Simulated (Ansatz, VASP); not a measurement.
## LiNbO3 in VASP and in Ansatz

INCAR

```
  PREC = Accurate
  ENCUT = 520
  EDIFF = 1E-6
  ISMEAR = 0
  SIGMA = 0.05
  LREAL = False
  LASPH = True
  NELM = 60
  ALGO = Normal
  ISIF = 2
  LWAVE = False
  LCHARG = True
  GGA = PE
  LELF = True
  LVHAR = True
  NBANDS = 45
```

File KPOINTS:

```
regular mesh
0
Gamma
  6 6 6
```

Contents of POSCAR:

```
LiNbO3
1.0
    2.6115267350      1.5077656635      4.5984740720
   -2.6115267350      1.5077656635      4.5984740720
    0.0000000000     -3.0155313268      4.5984740721
Li Nb O
2 2 6
Direct
    0.2500000000      0.2500000000      0.2500000000
    0.7500000000      0.7500000000      0.7500000000
    0.0000000000      0.0000000000      0.0000000000
    0.5000000000      0.5000000000      0.5000000000
    0.1111894848      0.3888105152      0.7500000000
    0.7500000000      0.1111894848      0.3888105152
    0.3888105152      0.7500000000      0.1111894848
    0.8888105152      0.6111894848      0.2500000000
    0.2500000000      0.8888105152      0.6111894848
    0.6111894848      0.2500000000      0.8888105152
```

Input for Ansatz:

```yaml
crystal:
  lattice:
    - [2.611526735, 1.5077656635, 4.598474072]
    - [-2.611526735, 1.5077656635, 4.598474072]
    - [0.0, -3.0155313268, 4.5984740721]
  atoms:
    - { symbol: Li, position: [0.25, 0.25, 0.25] }
    - { symbol: Li, position: [0.75, 0.75, 0.75] }
    - { symbol: Nb, position: [0.0, 0.0, 0.0] }
    - { symbol: Nb, position: [0.5, 0.5, 0.5] }
    - { symbol: O, position: [0.1111894848, 0.3888105152, 0.75] }
    - { symbol: O, position: [0.75, 0.1111894848, 0.3888105152] }
    - { symbol: O, position: [0.3888105152, 0.75, 0.1111894848] }
    - { symbol: O, position: [0.8888105152, 0.6111894848, 0.25] }
    - { symbol: O, position: [0.25, 0.8888105152, 0.6111894848] }
    - { symbol: O, position: [0.6111894848, 0.25, 0.8888105152] }
basis:
  ecutwfc: 520.0
kpoints:
  mp_grid: { grid: [6, 6, 6] }
hamiltonian:
  xc: pbe
  pseudopotentials: { kind: paw, azcp: { folder: soft_1 } }
scf:
  occupations: { method: gaussian, width: 0.05 }
output:
  forces: true
  stress: true
  eigenvalues: true
```

Alike in both runs: task single point; functional PBE; k mesh 6 × 6 × 6; occupations gaussian, width 0.05 eV; no spin polarisation.

|  | VASP | Ansatz |
| --- | --- | --- |
| version | VASP 6.6.1 | Ansatz 0.2.0 |
| potentials or method | VASP PAW PBE potentials, release 64 (Li_sv, Nb_sv, O), cutoff 520 eV | scalar-relativistic, plane waves, PAW |
| valence electrons in the cell | 68 | 68 |

Ansatz gave:

```
gap on the k mesh at the Fermi level (eV) : 2.35
least direct gap on the mesh (eV)         : 2.43
rms of the force components (eV/Å)        : 0.419
```

Q: Estimate VASP's values.

A: gap on the k mesh at the Fermi level (eV): 2.34; least direct gap on the mesh (eV): 2.42; rms of the force components (eV/Å): 0.431.

Atom by atom the forces differ by 0.012 eV/Å (rms over components). With one functional, cell and mesh, what is left measures potentials, basis and numerics.

Noted on VASP's run: the cutoff is under 1.25 times that of the potentials, so the pressure is a little rough.
